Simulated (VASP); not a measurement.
A run of VASP 6.6.1 is set up as follows.

POSCAR

```
Ag
1.0
    0.0000000000      2.0586052325      2.0586052325
    2.0586052325      0.0000000000      2.0586052325
    2.0586052325      2.0586052325      0.0000000000
Ag
1
Direct
    0.0000000000      0.0000000000      0.0000000000
```

The input INCAR.step1:

```
SYSTEM = Ag
PREC = Accurate ; ENCUT = 600
ISMEAR = 0 ; SIGMA = 0.1
LREAL = .False. ; LASPH = .True.
NELM = 60 ; GGA = PE
ALGO = Normal ; EDIFF = 1E-4
LWAVE = .True. ; LCHARG = .False.
```

File INCAR.step2:

```
SYSTEM = Ag
PREC = Accurate ; ENCUT = 600
EDIFF = 1E-7 ; ISMEAR = 0
SIGMA = 0.1 ; LREAL = .False.
LASPH = .True. ; NELM = 60
ALGO = Normal ; ISIF = 3
LWAVE = .False. ; LCHARG = .False.
METAGGA = R2SCAN ; LMIXTAU = .True.
IBRION = 2 ; NSW = 80
EDIFFG = -0.01 ; ISTART = 1
```

KPOINTS

```
regular mesh
0
Gamma
  18 18 18
  0 0 0
```

Potentials or basis: VASP PAW PBE potentials, release 64 (Ag).

Command:

```console
$ cat potpaw_PBE.64/Ag/POTCAR > POTCAR
$ cp INCAR.step1 INCAR
$ mpirun -np 1 vasp_std > vasp.out
$ cp INCAR.step2 INCAR
$ mpirun -np 1 vasp_std > vasp.out
```

Task: Estimate the relaxed volume.

Result: 17.30 Å³/atom.

Task: What does it give for the space group after relaxing (to 0.1 Å)?

Result: Fm-3m (No. 225).

Task: Predict the band gap on the k mesh.

Result: Zero (an odd number of electrons rules out a gap without spin polarisation).

Final structure:
```
CELL_PARAMETERS angstrom
0.00000 2.05275 2.05275
2.05275 0.00000 2.05275
2.05275 2.05275 0.00000
ATOMIC_POSITIONS crystal
Ag 0.00000 0.00000 0.00000
```

Caveat: the PAW data sets were made with another functional, which shifts forces and pressure a little.
